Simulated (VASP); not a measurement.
Input of a VASP 6.6.1 run:

File INCAR:

```
SYSTEM = Sn
  ALGO = Fast
  EDIFF = 1E-7
  ENCUT = 520
  GGA = PS
  ISIF = 2
  ISMEAR = 0
  LASPH = .TRUE.
  LCHARG = .FALSE.
  LREAL = .FALSE.
  LWAVE = .FALSE.
  NBANDS = 36
  NELM = 80
  PREC = Accurate
  SIGMA = 0.1
```

KPOINTS

```
k-points
0
G
  6 6 4
  0 0 0
```

Contents of POSCAR:

```
Sn
1.0
    5.0472422083      0.0000000000      0.0000000000
   -2.5236211041      4.3710399714      0.0000000000
    0.0000000000      0.0000000000      5.8693008873
Sn
4
Direct
    0.0000000000      0.0000000000      0.2500000000
    0.0000000000      0.0000000000      0.7500000000
    0.3333333333      0.6666666667      0.7500000000
    0.6666666667      0.3333333333      0.2500000000
```

Potentials or basis: VASP PAW PBE potentials, release 64 (Sn_d).

Command:

```bash
$ cat potpaw_PBE.64/Sn_d/POTCAR > POTCAR
$ mpirun -np 1 vasp_std > vasp.out
```

Q: Estimate the pressure.

A: -0.2 GPa.

Q: Predict the band gap on the k mesh.

A: Zero (bands 28 and 29 overlap by 2.28 eV).

Stress tensor (GPa, compression positive):
```
-0.33  0.00  0.00
 0.00 -0.33  0.00
 0.00  0.00 -0.02
```

Caveat: the PAW data sets were made with another functional, which shifts forces and pressure a little; spin-orbit coupling is left out, which moves the levels of the heavy elements.
